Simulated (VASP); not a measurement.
# K (P4/mmm) in VASP: single point with PBEsol

Aim: the single point of K with PBEsol.

All numbers are computed with VASP 6.6.1; they aren't measurements. Logs are shortened: lines on timing, memory, paths and dates and some standing lists are left out, and cuts for length are marked.

### Step 1. The cell of the first run

Symmetry: P4/mmm, No. 123, tetragonal system. Conventional cell: a = 6.338 Å, b = 6.338 Å, c = 11.549 Å, α = 90.00°, β = 90.00°, γ = 90.00°. K (site symmetry 2mm) has 7 K at 4.44 to 4.76 Å within 5.8 Å.

### Step 2. Single point, PBEsol

INCAR

```
PREC = Accurate
ENCUT = 520
EDIFF = 1E-6
ISMEAR = -1
SIGMA = 0.2
LREAL = False
LASPH = True
NELM = 100
ALGO = Normal
ISIF = 2
LWAVE = False
LCHARG = False
GGA = PS
NBANDS = 30
```

KPOINTS

```
Automatic mesh
0
Gamma
  4 4 2
```

POSCAR

```
K
1.0
    6.3383480058      0.0000000000      0.0000000000
    0.0000000000      6.3383480058      0.0000000000
    0.0000000000      0.0000000000     11.5489490911
K
5
Direct
    0.0000000000      0.0000000000      0.0000000000
    0.5000000000      0.0000000000      0.3079720000
    0.0000000000      0.5000000000      0.3079720000
    0.0000000000      0.5000000000      0.6920280000
    0.5000000000      0.0000000000      0.6920280000
```

Potentials or basis: VASP PAW PBE potentials, release 64 (K_sv).

Run with:

```
> cat potpaw_PBE.64/K_sv/POTCAR > POTCAR
> mpirun -np 1 vasp_std > vasp.out
```

OUTCAR:

```text
PREC = Accurate
   ENCUT = 520
   EDIFF = 1E-6
   ISMEAR = -1
   LREAL = False
   LASPH = True
   NELM = 100
   ISIF = 2
   GGA = PS

 ion  position               nearest neighbor table
   1  0.000  0.000  0.000-
   2  0.500  0.000  0.308-
   3  0.000  0.500  0.308-
   4  0.000  0.500  0.692-
   5  0.500  0.000  0.692-

  LATTYP: Found a simple tetragonal cell.
 ALAT       =     6.3383480058
 C/A-ratio  =     1.8220755756

  Lattice vectors:

 A1 = (   6.3383480058,   0.0000000000,   0.0000000000)
 A2 = (   0.0000000000,   6.3383480058,   0.0000000000)
 A3 = (   0.0000000000,   0.0000000000,  11.5489490911)

Analysis of symmetry for initial positions (statically):
=====================================================================
 Subroutine PRICEL returns:
 Original cell was already a primitive cell.

 Routine SETGRP: Setting up the symmetry group for a
 simple tetragonal supercell.

 Subroutine GETGRP returns: Found 16 space group operations
 (whereof 16 operations were pure point group operations)
 out of a pool of 16 trial point group operations.

The static configuration has the point symmetry D_4h.

Analysis of symmetry for dynamics (positions and initial velocities):
=====================================================================
 Subroutine PRICEL returns:
 Original cell was already a primitive cell.

 Routine SETGRP: Setting up the symmetry group for a
 simple tetragonal supercell.

 Subroutine GETGRP returns: Found 16 space group operations
 (whereof 16 operations were pure point group operations)
 out of a pool of 16 trial point group operations.

The dynamic configuration has the point symmetry D_4h.

 Subroutine INISYM returns: Found 16 space group operations
 (whereof 16 operations are pure point group operations),
 and found     1 'primitive' translations

----------------------------------------------------------------------------------------

                                     Primitive cell

  volume of cell :     463.9751

  direct lattice vectors                    reciprocal lattice vectors
     6.338348006  0.000000000  0.000000000     0.157769816  0.000000000  0.000000000
     0.000000000  6.338348006  0.000000000     0.000000000  0.157769816  0.000000000
     0.000000000  0.000000000 11.548949091     0.000000000  0.000000000  0.086587965

  length of vectors
     6.338348006  6.338348006 11.548949091     0.157769816  0.157769816  0.086587965

  position of ions in fractional coordinates (direct lattice)
     0.000000000  0.000000000  0.000000000
     0.500000000  0.000000000  0.307972000
     0.000000000  0.500000000  0.307972000
     0.000000000  0.500000000  0.692028000
     0.500000000  0.000000000  0.692028000

  ion indices of the primitive-cell ions
   primitive index   ion index
                 1           1
                 2           2
                 3           3
                 4           4
                 5           5

----------------------------------------------------------------------------------------

 KPOINTS: Automatic mesh

Automatic generation of k-mesh.
 Grid dimensions read from file:
 generate k-points for:    4    4    2

 Generating k-lattice:

  Cartesian coordinates                     Fractional coordinates (reciprocal lattice)
     0.039442454  0.000000000  0.000000000     0.250000000  0.000000000  0.000000000
     0.000000000  0.039442454  0.000000000     0.000000000  0.250000000  0.000000000
     0.000000000  0.000000000  0.043293983     0.000000000  0.000000000  0.500000000

  Length of vectors
     0.039442454  0.039442454  0.043293983

  Shift w.r.t. Gamma in fractional coordinates (k-lattice)
     0.000000000  0.000000000  0.000000000

 Subroutine IBZKPT returns following result:
 ===========================================

 Found     12 irreducible k-points:

 Following reciprocal coordinates:
            Coordinates               Weight
  0.000000  0.000000  0.000000      1.000000
  0.250000  0.000000  0.000000      4.000000
  0.500000  0.000000  0.000000      2.000000
  0.250000  0.250000  0.000000      4.000000
  0.500000  0.250000  0.000000      4.000000
  0.500000  0.500000  0.000000      1.000000
  0.000000  0.000000  0.500000      1.000000
  0.250000  0.000000  0.500000      4.000000
  0.500000  0.000000  0.500000      2.000000
  0.250000  0.250000  0.500000      4.000000
  0.500000  0.250000  0.500000      4.000000
  0.500000  0.500000  0.500000      1.000000
   k-points           NKPTS =     12   k-points in BZ     NKDIM =     12   number of bands    NBANDS=     30
   number of dos      NEDOS =    301   number of ions     NIONS =      5
   total plane-waves  NPLWV = 207360
   dimension x,y,z NGX =    48 NGY =   48 NGZ =   90
   dimension x,y,z NGXF=    96 NGYF=   96 NGZF=  180
   ions per type =               5
   NGX,Y,Z   is equivalent  to a cutoff of  12.59, 12.59, 12.96 a.u.
   NGXF,Y,Z  is equivalent  to a cutoff of  25.18, 25.18, 25.91 a.u.
 SYSTEM =  unknown system
   PREC   = accura    normal or accurate (medium, high low for compatibility)
   ISTART =      0    job   : 0-new  1-cont  2-samecut
   ICHARG =      2    charge: 1-file 2-atom 10-const
   ISPIN  =      1    spin polarized calculation?
   LNONCOLLINEAR =      F non collinear calculations
   LSORBIT =      F    spin-orbit coupling
   LASPH  =      T    aspherical Exc in radial PAW
   ENCUT  =  520.0 eV  38.22 Ry    6.18 a.u.  11.79 11.79 21.47*2*pi/ulx,y,z
   NELM   =    100;   NELMIN=  2; NELMDL= -5     # of ELM steps
   EDIFF  = 0.1E-05   stopping-criterion for ELM
   LREAL  =      F    real-space projection
   EDIFFG = 0.1E-04   stopping-criterion for IOM
   NSW    =      0    number of steps for IOM
   IBRION =     -1    ionic relax: 0-MD 1-quasi-New 2-CG
   NFREE  =      0    steps in history (QN), initial steepest desc. (CG)
   ISIF   =      2    stress and relaxation
   ISYM   =      2    0-nonsym 1-usesym 2-fastsym
   POTIM  = 0.5000    time-step for ionic-motion
   TEBEG  =    0.0;   TEEND  =   0.0 temperature during run
   PSTRESS=    0.0 pullay stress
   NELECT =      45.0000    total number of electrons
   NUPDOWN=      -1.0000    fix difference up-down
   EMIN   =  10.00;   EMAX   =-10.00  energy-range for DOS
   EFERMI =   0.00;   METHOD = LEGACY
   ISMEAR =    -1;   SIGMA  =   0.20  broadening in eV -4-tet -1-fermi 0-gaus
   EFERMI_NEDOS =   21; number of points for ismear=-14 and -15
   IALGO  =     38    algorithm
   IMIX   =      4    mixing-type and parameters
     AMIX     =   0.40;   BMIX     =  1.00
     AMIX_MAG =   1.60;   BMIX_MAG =  1.00
  volume/ion in A,a.u.               =      92.80       626.21
  Fermi-wavevector in a.u.,A,eV,Ry     =   0.752167  1.421389  7.697561  0.565755
  Thomas-Fermi vector in A             =   1.849315
   LORBIT       =      0    0 simple, 1 ext, 2 COOP (PROOUT), +10 PAW based schemes
   GGA     = PS    functional components
   LHFCALC =     F    Hartree Fock is set to
   AEXX    =    0.0000 exact exchange contribution
   IVDW    =     0    specifies the selected vdW correction
   LEPSILON=     F    determine dielectric tensor
   LRPA    =     F    only Hartree local field effects (RPA)
 non-spin polarized calculation
  energy-cutoff  :      520.00
  volume of cell :      463.98
 maximum number of plane-waves:     12512
 NGX is ok and might be reduce to    48
   NGX = 23   NGY = 23   NGZ = 43

 number of electron      44.9999988 magnetization

 Free energy of the ion-electron system (eV)
  ---------------------------------------------------
  ext. energy  EPLUGINS =         0.00000000
  ---------------------------------------------------
  free energy    TOTEN  =        -5.32431539 eV

  energy without entropy =       -4.80102739  energy(sigma->0) =       -5.06267139

 E-fermi :  -0.6153     XC(G=0):  -5.1167

 val. band max:       -0.6262130392   @ k =   0.2500   0.2500   0.0000
 cond. band min:      -0.6091009560   @ k =   0.5000   0.5000   0.0000
 fundamental gap:      0.0171120832
 Fermi energy:        -0.6152904860

 k-point     1 :       0.0000    0.0000    0.0000
  band No.  band energies     occupation
      1     -32.8264      2.00000
      2     -32.8248      2.00000
      3     -32.8213      2.00000
      4     -32.8200      2.00000
      5     -32.8197      2.00000
      6     -16.3878      2.00000
[... 22 lines left out ...]
     29       1.4811      0.00006
     30       1.7089      0.00002

 k-point     2 :       0.2500    0.0000    0.0000
  band No.  band energies     occupation
      1     -32.8256      2.00000
      2     -32.8241      2.00000
      3     -32.8221      2.00000
      4     -32.8207      2.00000
      5     -32.8197      2.00000
      6     -16.3861      2.00000
[... 22 lines left out ...]
     29       1.6403      0.00003
     30       1.8883      0.00001

 k-point     3 :       0.5000    0.0000    0.0000
  band No.  band energies     occupation
      1     -32.8239      2.00000
      2     -32.8238      2.00000
      3     -32.8224      2.00000
      4     -32.8224      2.00000
      5     -32.8197      2.00000
      6     -16.3854      2.00000
[... 22 lines left out ...]
     29       1.7535      0.00001
     30       1.8384      0.00001

 k-point     4 :       0.2500    0.2500    0.0000
  band No.  band energies     occupation
      1     -32.8251      2.00000
      2     -32.8236      2.00000
      3     -32.8225      2.00000
      4     -32.8212      2.00000
      5     -32.8198      2.00000
      6     -16.3909      2.00000
[... 220 lines left out ...]
     29       1.3951      0.00009
     30       1.6316      0.00003

 k-point    11 :       0.5000    0.2500    0.5000
  band No.  band energies     occupation
      1     -32.8238      2.00000
      2     -32.8238      2.00000
      3     -32.8225      2.00000
      4     -32.8224      2.00000
      5     -32.8197      2.00000
      6     -16.3884      2.00000
[... 22 lines left out ...]
     29       0.9668      0.00073
     30       1.0484      0.00049

 k-point    12 :       0.5000    0.5000    0.5000
  band No.  band energies     occupation
      1     -32.8237      2.00000
      2     -32.8237      2.00000
      3     -32.8224      2.00000
      4     -32.8224      2.00000
      5     -32.8198      2.00000
      6     -16.3976      2.00000
[... 22 lines left out ...]
     29       1.0120      0.00059
     30       1.3691      0.00010

------------------------ aborting loop because EDIFF is reached ----------------------------------------

  FORCE on cell =-STRESS in cart. coord.  units (eV):
  Direction    XX          YY          ZZ          XY          YZ          ZX
  --------------------------------------------------------------------------------------
  -------------------------------------------------------------------------------------
  Total       -0.8851564     -0.8851564     -0.5514610      0.0000000     -0.0000000      0.0000000
  in kB       -3.0565814     -3.0565814     -1.9042798      0.0000000     -0.0000000      0.0000000
  external PRESSURE =      -2.6724809 kB  Pullay stress =       0.0000000 kB

 VOLUME and BASIS-vectors are now :
 -----------------------------------------------------------------------------
  energy-cutoff  :      520.00
  volume of cell :      463.98
      direct lattice vectors                 reciprocal lattice vectors
     6.338348006  0.000000000  0.000000000     0.157769816  0.000000000  0.000000000
     0.000000000  6.338348006  0.000000000     0.000000000  0.157769816  0.000000000
     0.000000000  0.000000000 11.548949091     0.000000000  0.000000000  0.086587965

 POSITION                                       TOTAL-FORCE (eV/Angst)
 -----------------------------------------------------------------------------------
      0.00000      0.00000      0.00000         0.000000     -0.000000      0.000000
      3.16917      0.00000      3.55675        -0.000000     -0.000000     -0.002740
      0.00000      3.16917      3.55675         0.000000      0.000000     -0.002740
      0.00000      3.16917      7.99220         0.000000      0.000000      0.002740
      3.16917      0.00000      7.99220         0.000000     -0.000000      0.002740
 -----------------------------------------------------------------------------------
    total drift:                                0.000000      0.000000     -0.000000

  FREE ENERGIE OF THE ION-ELECTRON SYSTEM (eV)
  ---------------------------------------------------
  free  energy   TOTEN  =        -5.3243153924 eV

  energy  without entropy=       -4.8010273862  energy(sigma->0) =       -5.06267139
```

It took 2.6 min on 1 thread of Intel Xeon Platinum 8259CL at 2.50GHz (Skylake/Cascade Lake), shared host; peak memory 0.52 GiB.

What came out:

| Quantity | Value |
| --- | --- |
| Free energy | -5.3243 eV |
| Pressure | -0.3 GPa |

Forces on the atoms (eV/Å):
```
K    0.000  0.000  0.000
K    0.000  0.000 -0.003
K    0.000  0.000 -0.003
K    0.000  0.000  0.003
K    0.000  0.000  0.003
```

Caveat: the PAW data sets were made with another functional, which shifts forces and pressure a little.
